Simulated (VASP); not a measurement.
# SiC (Moissanite) (P6_3mc) in VASP: single point with PBE

Aim: the single point of SiC (Moissanite) with PBE.

All numbers are computed with VASP 6.6.1; they aren't measurements. Logs are shortened: lines on timing, memory, paths and dates and some standing lists are left out, and cuts for length are marked.

**1. The cell of the first run**

It takes space group P6_3mc (No. 186, hexagonal). Conventional cell: a = 3.076 Å, b = 3.076 Å, c = 5.048 Å, α = 90.00°, β = 90.00°, γ = 120.00°. Si (site symmetry 3m) has 4 C at 1.87 to 1.94 Å within 2.5 Å. Within 2.5 Å of C (site symmetry 3m) lie 4 Si at 1.87 to 1.94 Å.

**2. Single point, PBE**

The input, INCAR:

```
SYSTEM = SiC
ALGO = Normal
EDIFF = 1E-6
ENCUT = 600
GGA = PE
GGA_COMPAT = .FALSE.
ISIF = 2
ISMEAR = 0
LASPH = .TRUE.
LCHARG = .FALSE.
LREAL = .FALSE.
LWAVE = .FALSE.
NBANDS = 16
NELM = 120
PREC = Accurate
SIGMA = 0.01
```

The input, KPOINTS:

```
k-points
0
G
  6 6 4
  0 0 0
```

The input, POSCAR:

```
SiC
1.0
    3.0760000000      0.0000000000      0.0000000000
   -1.5380000000      2.6638941400      0.0000000000
    0.0000000000      0.0000000000      5.0480000000
Si C
2 2
Direct
    0.3333333300      0.6666666700      0.0000000000
    0.6666666700      0.3333333300      0.5000000000
    0.3333333300      0.6666666700      0.3850000000
    0.6666666700      0.3333333300      0.8850000000
```

Potentials or basis: VASP PAW PBE potentials, release 64 (Si, C).

On the command line:

```sh
cat potpaw_PBE.64/Si/POTCAR potpaw_PBE.64/C/POTCAR > POTCAR
mpirun -np 1 vasp_std > vasp.out
```

OUTCAR:

```text
SYSTEM = SiC
   EDIFF = 1E-6
   ENCUT = 600
   GGA = PE
   ISIF = 2
   ISMEAR = 0
   LASPH = .TRUE.
   LREAL = .FALSE.
   NELM = 120
   PREC = Accurate

 ion  position               nearest neighbor table
   1  0.333  0.667  0.000-   4 1.87   4 1.87   4 1.87   3 1.94   2 3.09   2 3.09   2 3.09   2 3.09
                             2 3.09   2 3.09
   2  0.667  0.333  0.500-   3 1.87   3 1.87   3 1.87   4 1.94   1 3.09   1 3.09   1 3.09   1 3.09
                             1 3.09   1 3.09
   3  0.333  0.667  0.385-   2 1.87   2 1.87   2 1.87   1 1.94
   4  0.667  0.333  0.885-   1 1.87   1 1.87   1 1.87   2 1.94

  LATTYP: Found a hexagonal cell.
 ALAT       =     3.0760000000
 C/A-ratio  =     1.6410923277

  Lattice vectors:

 A1 = (   3.0760000000,   0.0000000000,   0.0000000000)
 A2 = (  -1.5380000000,   2.6638941400,   0.0000000000)
 A3 = (   0.0000000000,   0.0000000000,   5.0480000000)

Analysis of symmetry for initial positions (statically):
=====================================================================
 Subroutine PRICEL returns:
 Original cell was already a primitive cell.

 Routine SETGRP: Setting up the symmetry group for a
 hexagonal supercell.

 Subroutine GETGRP returns: Found 12 space group operations
 (whereof  6 operations were pure point group operations)
 out of a pool of 24 trial point group operations.

The static configuration has the point symmetry C_3v.
 The point group associated with its full space group is C_6v.

Analysis of symmetry for dynamics (positions and initial velocities):
=====================================================================
 Subroutine PRICEL returns:
 Original cell was already a primitive cell.

 Routine SETGRP: Setting up the symmetry group for a
 hexagonal supercell.

 Subroutine GETGRP returns: Found 12 space group operations
 (whereof  6 operations were pure point group operations)
 out of a pool of 24 trial point group operations.

The dynamic configuration has the point symmetry C_3v.
 The point group associated with its full space group is C_6v.

 Subroutine INISYM returns: Found 12 space group operations
 (whereof  6 operations are pure point group operations),
 and found     1 'primitive' translations

----------------------------------------------------------------------------------------

                                     Primitive cell

  volume of cell :      41.3640

  direct lattice vectors                    reciprocal lattice vectors
     3.076000000  0.000000000  0.000000000     0.325097529  0.187695146  0.000000000
    -1.538000000  2.663894140  0.000000000     0.000000000  0.375390292  0.000000000
     0.000000000  0.000000000  5.048000000     0.000000000  0.000000000  0.198098257

  length of vectors
     3.076000000  3.075999998  5.048000000     0.375390292  0.375390292  0.198098257

  position of ions in fractional coordinates (direct lattice)
     0.333333330  0.666666670  0.000000000
     0.666666670  0.333333330  0.500000000
     0.333333330  0.666666670  0.385000000
     0.666666670  0.333333330  0.885000000

  ion indices of the primitive-cell ions
   primitive index   ion index
                 1           1
                 2           2
                 3           3
                 4           4

----------------------------------------------------------------------------------------

 KPOINTS: k-points

Automatic generation of k-mesh.
 Grid dimensions read from file:
 generate k-points for:    6    6    4

 Generating k-lattice:

  Cartesian coordinates                     Fractional coordinates (reciprocal lattice)
     0.054182922  0.031282524  0.000000000     0.166666667  0.000000000  0.000000000
     0.000000000  0.062565049  0.000000000     0.000000000  0.166666667  0.000000000
     0.000000000  0.000000000  0.049524564     0.000000000  0.000000000  0.250000000

  Length of vectors
     0.062565049  0.062565049  0.049524564

  Shift w.r.t. Gamma in fractional coordinates (k-lattice)
     0.000000000  0.000000000  0.000000000

 Subroutine IBZKPT returns following result:
 ===========================================

 Found     21 irreducible k-points:

 Following reciprocal coordinates:
            Coordinates               Weight
  0.000000  0.000000  0.000000      1.000000
  0.166667  0.000000  0.000000      6.000000
  0.333333  0.000000  0.000000      6.000000
  0.500000  0.000000  0.000000      3.000000
  0.166667  0.166667  0.000000      6.000000
  0.333333  0.166667  0.000000     12.000000
[... 13 lines left out ...]
  0.333333  0.166667  0.500000     12.000000
  0.333333  0.333333  0.500000      2.000000
   k-points           NKPTS =     21   k-points in BZ     NKDIM =     21   number of bands    NBANDS=     16
   number of dos      NEDOS =    301   number of ions     NIONS =      4
   total plane-waves  NPLWV =  31360
   dimension x,y,z NGX =    28 NGY =   28 NGZ =   40
   dimension x,y,z NGXF=    56 NGYF=   56 NGZF=   80
   ions per type =               2   2
   NGX,Y,Z   is equivalent  to a cutoff of  15.13, 15.13, 13.17 a.u.
   NGXF,Y,Z  is equivalent  to a cutoff of  30.27, 30.27, 26.35 a.u.
 SYSTEM =  SiC
   PREC   = accura    normal or accurate (medium, high low for compatibility)
   ISTART =      0    job   : 0-new  1-cont  2-samecut
   ICHARG =      2    charge: 1-file 2-atom 10-const
   ISPIN  =      1    spin polarized calculation?
   LNONCOLLINEAR =      F non collinear calculations
   LSORBIT =      F    spin-orbit coupling
   LASPH  =      T    aspherical Exc in radial PAW
   ENCUT  =  600.0 eV  44.10 Ry    6.64 a.u.   6.14  6.14 10.08*2*pi/ulx,y,z
   NELM   =    120;   NELMIN=  2; NELMDL= -5     # of ELM steps
   EDIFF  = 0.1E-05   stopping-criterion for ELM
   LREAL  =      F    real-space projection
   EDIFFG = 0.1E-04   stopping-criterion for IOM
   NSW    =      0    number of steps for IOM
   IBRION =     -1    ionic relax: 0-MD 1-quasi-New 2-CG
   NFREE  =      0    steps in history (QN), initial steepest desc. (CG)
   ISIF   =      2    stress and relaxation
   ISYM   =      2    0-nonsym 1-usesym 2-fastsym
   POTIM  = 0.5000    time-step for ionic-motion
   TEBEG  =    0.0;   TEEND  =   0.0 temperature during run
   PSTRESS=    0.0 pullay stress
   NELECT =      16.0000    total number of electrons
   NUPDOWN=      -1.0000    fix difference up-down
   EMIN   =  10.00;   EMAX   =-10.00  energy-range for DOS
   EFERMI =   0.00;   METHOD = LEGACY
   ISMEAR =     0;   SIGMA  =   0.01  broadening in eV -4-tet -1-fermi 0-gaus
   EFERMI_NEDOS =   21; number of points for ismear=-14 and -15
   IALGO  =     38    algorithm
   IMIX   =      4    mixing-type and parameters
     AMIX     =   0.40;   BMIX     =  1.00
     AMIX_MAG =   1.60;   BMIX_MAG =  1.00
  volume/ion in A,a.u.               =      10.34        69.78
  Fermi-wavevector in a.u.,A,eV,Ry     =   1.192817  2.254098 19.358549  1.422813
  Thomas-Fermi vector in A             =   2.328847
   LORBIT       =      0    0 simple, 1 ext, 2 COOP (PROOUT), +10 PAW based schemes
   GGA     = PE    functional components
   LHFCALC =     F    Hartree Fock is set to
   AEXX    =    0.0000 exact exchange contribution
   IVDW    =     0    specifies the selected vdW correction
   LEPSILON=     F    determine dielectric tensor
   LRPA    =     F    only Hartree local field effects (RPA)
 non-spin polarized calculation
 Gauss-broadening in eV      SIGMA  =   0.01
  energy-cutoff  :      600.00
  volume of cell :       41.36
 maximum number of plane-waves:      1404
 NGX is ok and might be reduce to    28
   NGX = 13   NGY = 13   NGZ = 21

 number of electron      16.0000001 magnetization

 Free energy of the ion-electron system (eV)
  ---------------------------------------------------
  ext. energy  EPLUGINS =         0.00000000
  ---------------------------------------------------
  free energy    TOTEN  =       -30.06040624 eV

  energy without entropy =      -30.06040624  energy(sigma->0) =      -30.06040624

 E-fermi :   8.5197     XC(G=0): -11.3476

 val. band max:        8.4122941186   @ k =   0.0000   0.0000   0.0000
 cond. band min:      10.7325380721   @ k =   0.3333   0.3333   0.0000
 fundamental gap:      2.3202439535
 Fermi energy:         8.5197353039

 k-point     1 :       0.0000    0.0000    0.0000
  band No.  band energies     occupation
      1      -7.3137      2.00000
      2      -3.8110      2.00000
      3      -0.2822      2.00000
      4       6.8557      2.00000
      5       6.8557      2.00000
      6       8.1368      2.00000
[... 8 lines left out ...]
     15      17.1137      0.00000
     16      19.7546      0.00000

 k-point     2 :       0.1667    0.0000    0.0000
  band No.  band energies     occupation
      1      -6.8340      2.00000
      2      -3.4046      2.00000
      3       0.1576      2.00000
      4       4.6999      2.00000
      5       6.1764      2.00000
      6       6.5758      2.00000
[... 8 lines left out ...]
     15      17.7316      0.00000
     16      18.1245      0.00000

 k-point     3 :       0.3333    0.0000    0.0000
  band No.  band energies     occupation
      1      -5.4622      2.00000
      2      -2.4248      2.00000
      3       0.9033      2.00000
      4       2.0523      2.00000
      5       3.7863      2.00000
      6       5.2375      2.00000
[... 8 lines left out ...]
     15      19.0753      0.00000
     16      20.2119      0.00000

 k-point     4 :       0.5000    0.0000    0.0000
  band No.  band energies     occupation
      1      -3.9811      2.00000
      2      -2.5223      2.00000
      3       0.4174      2.00000
      4       1.8626      2.00000
      5       2.9810      2.00000
      6       4.8695      2.00000
[... 8 lines left out ...]
     15      18.5568      0.00000
     16      20.6119      0.00000
[... 267 lines left out ...]
 k-point    19 :       0.1667    0.1667    0.5000
  band No.  band energies     occupation
      1      -4.7676      2.00000
      2      -4.7676      2.00000
      3       2.9157      2.00000
      4       2.9157      2.00000
      5       5.2268      2.00000
      6       5.2268      2.00000
[... 8 lines left out ...]
     15      18.5880      0.00000
     16      18.5880      0.00000

 k-point    20 :       0.3333    0.1667    0.5000
  band No.  band energies     occupation
      1      -3.2821      2.00000
      2      -3.2821      2.00000
      3       0.7356      2.00000
      4       0.7356      2.00000
      5       4.1070      2.00000
      6       4.1070      2.00000
[... 8 lines left out ...]
     15      19.9139      0.00000
     16      19.9139      0.00000

 k-point    21 :       0.3333    0.3333    0.5000
  band No.  band energies     occupation
      1      -2.5025      2.00000
      2      -2.5025      2.00000
      3       0.4764      2.00000
      4       0.4764      2.00000
      5       2.5561      2.00000
      6       2.5561      2.00000
[... 8 lines left out ...]
     15      19.8125      0.00000
     16      19.8125      0.00000

------------------------ aborting loop because EDIFF is reached ----------------------------------------

  FORCE on cell =-STRESS in cart. coord.  units (eV):
  Direction    XX          YY          ZZ          XY          YZ          ZX
  --------------------------------------------------------------------------------------
  -------------------------------------------------------------------------------------
  Total        1.3319945      1.3319945      0.0472265      0.0000000      0.0000000      0.0000000
  in kB       51.5929531     51.5929530      1.8292517      0.0000000      0.0000000      0.0000000
  external PRESSURE =      35.0050526 kB  Pullay stress =       0.0000000 kB

 VOLUME and BASIS-vectors are now :
 -----------------------------------------------------------------------------
  energy-cutoff  :      600.00
  volume of cell :       41.36
      direct lattice vectors                 reciprocal lattice vectors
     3.076000000  0.000000000  0.000000000     0.325097529  0.187695146  0.000000000
    -1.538000000  2.663894140  0.000000000     0.000000000  0.375390292  0.000000000
     0.000000000  0.000000000  5.048000000     0.000000000  0.000000000  0.198098257

 POSITION                                       TOTAL-FORCE (eV/Angst)
 -----------------------------------------------------------------------------------
     -0.00000      1.77593      0.00000        -0.000000     -0.000000      0.745076
      1.53800      0.88796      2.52400         0.000000      0.000000      0.745076
     -0.00000      1.77593      1.94348        -0.000000      0.000000     -0.745076
      1.53800      0.88796      4.46748         0.000000     -0.000000     -0.745076
 -----------------------------------------------------------------------------------
    total drift:                               -0.000004      0.000002     -0.000167

  FREE ENERGIE OF THE ION-ELECTRON SYSTEM (eV)
  ---------------------------------------------------
  free  energy   TOTEN  =       -30.0604062424 eV

  energy  without entropy=      -30.0604062424  energy(sigma->0) =      -30.06040624
```

It took 14 s on 1 thread of Intel Xeon Platinum 8375C at 2.90GHz (Ice Lake), shared host; peak memory 0.17 GiB.

Results:

| Property | Result |
| --- | --- |
| Free energy | -30.0604 eV |
| Pressure | 3.5 GPa |
| Largest force | 0.745 eV/Å |
| Band gap on the k mesh | 2.32 eV, indirect (least direct gap 4.07 eV) |

Forces on the atoms (eV/Å):
```
Si   0.000  0.000  0.745
Si   0.000  0.000  0.745
C    0.000  0.000 -0.745
C    0.000  0.000 -0.745
```

Levels at points of the mesh, in eV from the valence-band top:
| k point | band 5 | band 6 | band 7 | band 8 | band 9 | band 10 | band 11 | band 12 |
| --- | --- | --- | --- | --- | --- | --- | --- | --- |
| (0.00, 0.00, 0.00) | -1.56 | -0.28 | -0.28 | 0.00 | 4.62 | 6.02 | 6.50 | 6.50 |
| (0.50, 0.00, 0.00) | -5.43 | -3.54 | -3.26 | -1.49 | 2.59 | 4.19 | 6.74 | 7.20 |
| (0.00, 0.00, 0.50) | -0.97 | -0.97 | -0.97 | -0.97 | 5.71 | 5.71 | 7.17 | 7.17 |
| (0.50, 0.00, 0.50) | -2.69 | -2.69 | -2.34 | -2.34 | 3.16 | 3.16 | 4.99 | 4.99 |
